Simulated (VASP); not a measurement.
# TePb (I4/mmm) in VASP: further runs

TePb is run at these levels: PBE, r2SCAN; tasks: single point.

Program: VASP 6.6.1. These are calculated values, not measurements. Logs are shortened: lines on timing, memory, paths and dates and some standing lists are left out, and cuts for length are marked.

## Step 1: The cell of the first run

It takes space group I4/mmm (No. 139, tetragonal). The conventional cell has a = 4.621 Å, b = 4.621 Å, c = 6.402 Å, α = 90.00°, β = 90.00°, γ = 90.00°. Within 4.2 Å of Te (site symmetry 4/mmm) lie 6 Pb at 3.20 to 3.27 Å. Within 4.2 Å of Pb (site symmetry 4/mmm) lie 6 Te at 3.20 to 3.27 Å.

## Step 2: Single point, PBE (uniaxial y strain -2.0%)

Input file INCAR:

```
PREC = Accurate
ENCUT = 520
EDIFF = 1E-7
ISMEAR = -1
SIGMA = 0.02
LREAL = False
LASPH = True
NELM = 60
ALGO = Normal
ISIF = 2
LWAVE = False
LCHARG = False
GGA = PE
NBANDS = 17
```

Input file KPOINTS:

```
Automatic mesh
0
Gamma
  8 8 8
```

Input file POSCAR:

```
TePb
1.0
    0.0000000000      3.2008645120      3.2678555508
    3.2678555508      0.0000000000      3.2678555508
    3.2678555508      3.2008645120      0.0000000000
Te Pb
1 1
Direct
    0.5000000000      0.5000000000      0.5000000000
    0.0000000000      0.0000000000      0.0000000000
```

Potentials or basis: VASP PAW PBE potentials, release 64 (Te, Pb_d).

The run is started by

```sh
cat potpaw_PBE.64/Te/POTCAR potpaw_PBE.64/Pb_d/POTCAR > POTCAR
mpirun -np 1 vasp_std > vasp.out
```

OUTCAR:

```text
PREC = Accurate
   ENCUT = 520
   EDIFF = 1E-7
   ISMEAR = -1
   LREAL = False
   LASPH = True
   NELM = 60
   ISIF = 2
   GGA = PE

 ion  position               nearest neighbor table
   1  0.500  0.500  0.500-   2 3.20   2 3.20   2 3.27   2 3.27   2 3.27   2 3.27
   2  0.000  0.000  0.000-   1 3.20   1 3.20   1 3.27   1 3.27   1 3.27   1 3.27

  LATTYP: Found a body centered tetragonal cell.
 ALAT       =     4.6214456398
 C/A-ratio  =     1.3852221843

  Lattice vectors:

 A1 = (   0.0000000000,  -3.2008645120,   3.2678555508)
 A2 = (   0.0000000000,  -3.2008645120,  -3.2678555508)
 A3 = (   3.2678555508,   3.2008645120,   0.0000000000)

Analysis of symmetry for initial positions (statically):
=====================================================================
 Subroutine PRICEL returns:
 Original cell was already a primitive cell.

 Routine SETGRP: Setting up the symmetry group for a
 body centered tetragonal supercell.

 Subroutine GETGRP returns: Found 16 space group operations
 (whereof 16 operations were pure point group operations)
 out of a pool of 16 trial point group operations.

The static configuration has the point symmetry D_4h.

Analysis of symmetry for dynamics (positions and initial velocities):
=====================================================================
 Subroutine PRICEL returns:
 Original cell was already a primitive cell.

 Routine SETGRP: Setting up the symmetry group for a
 body centered tetragonal supercell.

 Subroutine GETGRP returns: Found 16 space group operations
 (whereof 16 operations were pure point group operations)
 out of a pool of 16 trial point group operations.

The dynamic configuration has the point symmetry D_4h.

 Subroutine INISYM returns: Found 16 space group operations
 (whereof 16 operations are pure point group operations),
 and found     1 'primitive' translations

----------------------------------------------------------------------------------------

                                     Primitive cell

  volume of cell :      68.3633

  direct lattice vectors                    reciprocal lattice vectors
     0.000000000  3.200864512  3.267855551    -0.153005539  0.156207799  0.153005539
     3.267855551  0.000000000  3.267855551     0.153005539 -0.156207799  0.153005539
     3.267855551  3.200864512  0.000000000     0.153005539  0.156207799 -0.153005539

  length of vectors
     4.574321100  4.621445640  4.574321100     0.266875001  0.266875001  0.266875001

  position of ions in fractional coordinates (direct lattice)
     0.500000000  0.500000000  0.500000000
     0.000000000  0.000000000  0.000000000

  ion indices of the primitive-cell ions
   primitive index   ion index
                 1           1
                 2           2

----------------------------------------------------------------------------------------

 KPOINTS: Automatic mesh

Automatic generation of k-mesh.
 Grid dimensions read from file:
 generate k-points for:    8    8    8

 Generating k-lattice:

  Cartesian coordinates                     Fractional coordinates (reciprocal lattice)
    -0.019125692  0.019525975  0.019125692     0.125000000  0.000000000  0.000000000
     0.019125692 -0.019525975  0.019125692     0.000000000  0.125000000  0.000000000
     0.019125692  0.019525975 -0.019125692     0.000000000  0.000000000  0.125000000

  Length of vectors
     0.033359375  0.033359375  0.033359375

  Shift w.r.t. Gamma in fractional coordinates (k-lattice)
     0.000000000  0.000000000  0.000000000

 Subroutine IBZKPT returns following result:
 ===========================================

 Found     59 irreducible k-points:

 Following reciprocal coordinates:
            Coordinates               Weight
  0.000000  0.000000  0.000000      1.000000
  0.125000  0.000000  0.000000      8.000000
  0.250000  0.000000  0.000000      8.000000
  0.375000  0.000000 -0.000000      8.000000
  0.500000  0.000000  0.000000      4.000000
  0.125000  0.125000  0.000000      4.000000
[... 16 lines left out ...]
  0.250000  0.000000  0.125000      8.000000
  0.375000  0.000000  0.125000      8.000000
 [... further k-points ...]
   k-points           NKPTS =     59   k-points in BZ     NKDIM =     59   number of bands    NBANDS=     17
   number of dos      NEDOS =    301   number of ions     NIONS =      2
   total plane-waves  NPLWV =  46656
   dimension x,y,z NGX =    36 NGY =   36 NGZ =   36
   dimension x,y,z NGXF=    72 NGYF=   72 NGZF=   72
   ions per type =               1   1
   NGX,Y,Z   is equivalent  to a cutoff of  13.08, 12.95, 13.08 a.u.
   NGXF,Y,Z  is equivalent  to a cutoff of  26.17, 25.90, 26.17 a.u.
 SYSTEM =  unknown system
   PREC   = accura    normal or accurate (medium, high low for compatibility)
   ISTART =      0    job   : 0-new  1-cont  2-samecut
   ICHARG =      2    charge: 1-file 2-atom 10-const
   ISPIN  =      1    spin polarized calculation?
   LNONCOLLINEAR =      F non collinear calculations
   LSORBIT =      F    spin-orbit coupling
   LASPH  =      T    aspherical Exc in radial PAW
   ENCUT  =  520.0 eV  38.22 Ry    6.18 a.u.   8.51  8.59  8.51*2*pi/ulx,y,z
   NELM   =     60;   NELMIN=  2; NELMDL= -5     # of ELM steps
   EDIFF  = 0.1E-06   stopping-criterion for ELM
   LREAL  =      F    real-space projection
   EDIFFG = 0.1E-05   stopping-criterion for IOM
   NSW    =      0    number of steps for IOM
   IBRION =     -1    ionic relax: 0-MD 1-quasi-New 2-CG
   NFREE  =      0    steps in history (QN), initial steepest desc. (CG)
   ISIF   =      2    stress and relaxation
   ISYM   =      2    0-nonsym 1-usesym 2-fastsym
   POTIM  = 0.5000    time-step for ionic-motion
   TEBEG  =    0.0;   TEEND  =   0.0 temperature during run
   PSTRESS=    0.0 pullay stress
   NELECT =      20.0000    total number of electrons
   NUPDOWN=      -1.0000    fix difference up-down
   EMIN   =  10.00;   EMAX   =-10.00  energy-range for DOS
   EFERMI =   0.00;   METHOD = LEGACY
   ISMEAR =    -1;   SIGMA  =   0.02  broadening in eV -4-tet -1-fermi 0-gaus
   EFERMI_NEDOS =   21; number of points for ismear=-14 and -15
   IALGO  =     38    algorithm
   IMIX   =      4    mixing-type and parameters
     AMIX     =   0.40;   BMIX     =  1.00
     AMIX_MAG =   1.60;   BMIX_MAG =  1.00
  volume/ion in A,a.u.               =      34.18       230.67
  Fermi-wavevector in a.u.,A,eV,Ry     =   1.086785  2.053727 16.069878  1.181103
  Thomas-Fermi vector in A             =   2.222930
   LORBIT       =      0    0 simple, 1 ext, 2 COOP (PROOUT), +10 PAW based schemes
   GGA     = PE    functional components
   LHFCALC =     F    Hartree Fock is set to
   AEXX    =    0.0000 exact exchange contribution
   IVDW    =     0    specifies the selected vdW correction
   LEPSILON=     F    determine dielectric tensor
   LRPA    =     F    only Hartree local field effects (RPA)
 non-spin polarized calculation
  energy-cutoff  :      520.00
  volume of cell :       68.36
 maximum number of plane-waves:      1861
 NGX is ok and might be reduce to    36
   NGX = 17   NGY = 17   NGZ = 17

 number of electron      20.0000004 magnetization

 Free energy of the ion-electron system (eV)
  ---------------------------------------------------
  ext. energy  EPLUGINS =         0.00000000
  ---------------------------------------------------
  free energy    TOTEN  =        -7.50425761 eV

  energy without entropy =       -7.50425761  energy(sigma->0) =       -7.50425761

 E-fermi :   5.8302     XC(G=0):  -9.2397

 val. band max:        5.4652560619   @ k =   0.5000   0.0000   0.0000
 cond. band min:       6.2062670657   @ k =   0.5000   0.0000   0.0000
 fundamental gap:      0.7410110038
 Fermi energy:         5.8302330643

 k-point     1 :       0.0000    0.0000    0.0000
  band No.  band energies     occupation
      1     -11.2516      2.00000
      2     -11.2434      2.00000
      3     -11.2432      2.00000
      4     -11.2370      2.00000
      5     -11.2370      2.00000
      6      -6.4570      2.00000
[... 9 lines left out ...]
     16      11.3640      0.00000
     17      12.8748      0.00000

 k-point     2 :       0.1250    0.0000    0.0000
  band No.  band energies     occupation
      1     -11.2530      2.00000
      2     -11.2457      2.00000
      3     -11.2417      2.00000
      4     -11.2357      2.00000
      5     -11.2349      2.00000
      6      -6.3256      2.00000
[... 9 lines left out ...]
     16      11.6040      0.00000
     17      13.7931      0.00000

 k-point     3 :       0.2500    0.0000    0.0000
  band No.  band energies     occupation
      1     -11.2572      2.00000
      2     -11.2513      2.00000
      3     -11.2395      2.00000
      4     -11.2314      2.00000
      5     -11.2290      2.00000
      6      -5.9478      2.00000
[... 9 lines left out ...]
     16      12.3690      0.00000
     17      15.5778      0.00000

 k-point     4 :       0.3750    0.0000   -0.0000
  band No.  band energies     occupation
      1     -11.2617      2.00000
      2     -11.2569      2.00000
      3     -11.2382      2.00000
      4     -11.2261      2.00000
      5     -11.2227      2.00000
      6      -5.4061      2.00000
[... 9 lines left out ...]
     16      13.5979      0.00000
     17      16.0906      0.00000

 k-point     5 :       0.5000    0.0000    0.0000
  band No.  band energies     occupation
      1     -11.2637      2.00000
      2     -11.2593      2.00000
      3     -11.2378      2.00000
      4     -11.2238      2.00000
      5     -11.2200      2.00000
      6      -5.0561      2.00000
[... 9 lines left out ...]
     16      14.7394      0.00000
     17      14.7609      0.00000

 k-point     6 :       0.1250    0.1250    0.0000
  band No.  band energies     occupation
      1     -11.2562      2.00000
      2     -11.2433      2.00000
      3     -11.2401      2.00000
      4     -11.2383      2.00000
      5     -11.2333      2.00000
      6      -6.2861      2.00000
[... 9 lines left out ...]
     16      12.1297      0.00000
     17      13.2556      0.00000

 k-point     7 :       0.2500    0.1250    0.0000
  band No.  band energies     occupation
      1     -11.2623      2.00000
      2     -11.2456      2.00000
      3     -11.2386      2.00000
      4     -11.2352      2.00000
      5     -11.2284      2.00000
      6      -5.9958      2.00000
[... 9 lines left out ...]
     16      12.9070      0.00000
     17      14.3017      0.00000

 k-point     8 :       0.3750    0.1250    0.0000
  band No.  band energies     occupation
      1     -11.2673      2.00000
      2     -11.2511      2.00000
      3     -11.2369      2.00000
      4     -11.2300      2.00000
      5     -11.2229      2.00000
      6      -5.5090      2.00000
[... 9 lines left out ...]
     16      14.0572      0.00000
     17      15.7276      0.00000
[... 203 lines left out ...]
      1     -11.2990      2.00000
      2     -11.2432      2.00000
      3     -11.2386      2.00000
      4     -11.2232      2.00000
      5     -11.2131      2.00000
      6      -4.9090      2.00000
[... 9 lines left out ...]
     16      15.8298      0.00000
     17      16.0454      0.00000

 k-point    20 :      -0.3750    0.3750    0.0000
  band No.  band energies     occupation
      1     -11.2909      2.00000
      2     -11.2448      2.00000
      3     -11.2371      2.00000
      4     -11.2262      2.00000
      5     -11.2159      2.00000
      6      -4.7560      2.00000
[... 9 lines left out ...]
     16      14.6397      0.00000
     17      16.2287      0.00000

 k-point    21 :       0.5000    0.5000    0.0000
  band No.  band energies     occupation
      1     -11.3058      2.00000
      2     -11.2459      2.00000
      3     -11.2353      2.00000
      4     -11.2212      2.00000
      5     -11.2108      2.00000
      6      -4.8689      2.00000
[... 9 lines left out ...]
     16      16.4220      0.00000
     17      16.4768      0.00000

 k-point    22 :       0.1250    0.0000    0.1250
  band No.  band energies     occupation
      1     -11.2500      2.00000
      2     -11.2491      2.00000
      3     -11.2446      2.00000
      4     -11.2335      2.00000
      5     -11.2335      2.00000
      6      -6.2739      2.00000
[... 9 lines left out ...]
     16      12.0738      0.00000
     17      13.1216      0.00000

 k-point    23 :       0.2500    0.0000    0.1250
  band No.  band energies     occupation
      1     -11.2562      2.00000
      2     -11.2509      2.00000
      3     -11.2446      2.00000
      4     -11.2295      2.00000
      5     -11.2281      2.00000
      6      -5.9709      2.00000
[... 9 lines left out ...]
     16      12.9480      0.00000
     17      14.2170      0.00000

 k-point    24 :       0.3750    0.0000    0.1250
  band No.  band energies     occupation
      1     -11.2627      2.00000
      2     -11.2554      2.00000
      3     -11.2420      2.00000
      4     -11.2259      2.00000
      5     -11.2218      2.00000
      6      -5.4742      2.00000
[... 9 lines left out ...]
     16      14.1526      0.00000
     17      15.6529      0.00000

 [... further k-points ...]

------------------------ aborting loop because EDIFF is reached ----------------------------------------

  FORCE on cell =-STRESS in cart. coord.  units (eV):
  Direction    XX          YY          ZZ          XY          YZ          ZX
  --------------------------------------------------------------------------------------
  -------------------------------------------------------------------------------------
  Total        0.2990645      1.3651168      0.2990645      0.0000000      0.0000000      0.0000000
  in kB        7.0089418     31.9931798      7.0089418      0.0000000      0.0000000      0.0000000
  external PRESSURE =      15.3370211 kB  Pullay stress =       0.0000000 kB

 VOLUME and BASIS-vectors are now :
 -----------------------------------------------------------------------------
  energy-cutoff  :      520.00
  volume of cell :       68.36
      direct lattice vectors                 reciprocal lattice vectors
     0.000000000  3.200864512  3.267855551    -0.153005539  0.156207799  0.153005539
     3.267855551  0.000000000  3.267855551     0.153005539 -0.156207799  0.153005539
     3.267855551  3.200864512  0.000000000     0.153005539  0.156207799 -0.153005539

 POSITION                                       TOTAL-FORCE (eV/Angst)
 -----------------------------------------------------------------------------------
      3.26786      3.20086      3.26786         0.000000      0.000000      0.000000
      0.00000      0.00000      0.00000        -0.000000     -0.000000      0.000000
 -----------------------------------------------------------------------------------
    total drift:                               -0.000000      0.000000      0.000000

  FREE ENERGIE OF THE ION-ELECTRON SYSTEM (eV)
  ---------------------------------------------------
  free  energy   TOTEN  =        -7.5042576103 eV

  energy  without entropy=       -7.5042576102  energy(sigma->0) =       -7.50425761
```

It took 52 s on 1 thread of Intel Xeon Platinum 8488C (Sapphire Rapids), shared host; peak memory 0.24 GiB.

Results:

- Free energy: -7.5043 eV
- Pressure: 1.5 GPa
- Band gap on the k mesh: 0.74 eV, direct

Caveat: the cell differs from its parent crystal (uniaxial y strain -2.0%); spin-orbit coupling is left out, which moves the levels of the heavy elements.

(Part 1 of 2 ends here.)
